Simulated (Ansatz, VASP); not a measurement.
**Two plane-wave programs on CaSe**

```
Ca Se
1.0
    -0.02956    2.95600    2.95600
     2.92644    0.00000    2.92644
     2.95600    2.95600   -0.02956
Ca Se
1 1
Direct
  0.00000 0.00000 0.00000
  0.50000 0.50000 0.50000
```

Change from the starting cell: strain -0.0200 x Voigt [0, 0, 0, 0, 1, 0], atoms carried along.

Alike in both runs: task single point; functional LDA; k mesh 8 × 8 × 8; occupations gaussian, width 0.05 eV; no spin polarisation.

|  | VASP | Ansatz |
| --- | --- | --- |
| version | VASP 6.6.1 | Ansatz 0.2.0 |
| potentials or method | VASP PAW LDA potentials, release 64 (Ca_sv, Se), cutoff 520 eV | scalar-relativistic, plane waves, PAW |
| valence electrons in the cell | 16 | 26 |

VASP gave:

- gap on the k mesh at the Fermi level (eV): 1.80
- least direct gap on the mesh (eV): 2.72
- pressure (GPa): -2.9
- traceless stress, the component that is largest in VASP (GPa): 0.56

Task: What did Ansatz give for the same quantities?

Result: gap on the k mesh at the Fermi level (eV): 1.82; least direct gap on the mesh (eV): 2.74; pressure (GPa): -3.1; traceless stress, the component that is largest in VASP (GPa): 0.56.

LDA's correlation is that of Perdew and Zunger in VASP and of Perdew and Wang (1992) in Ansatz. VASP's potentials hold 16 valence electrons a cell and Ansatz's 26, so a difference there can come from the potentials and not from the codes.
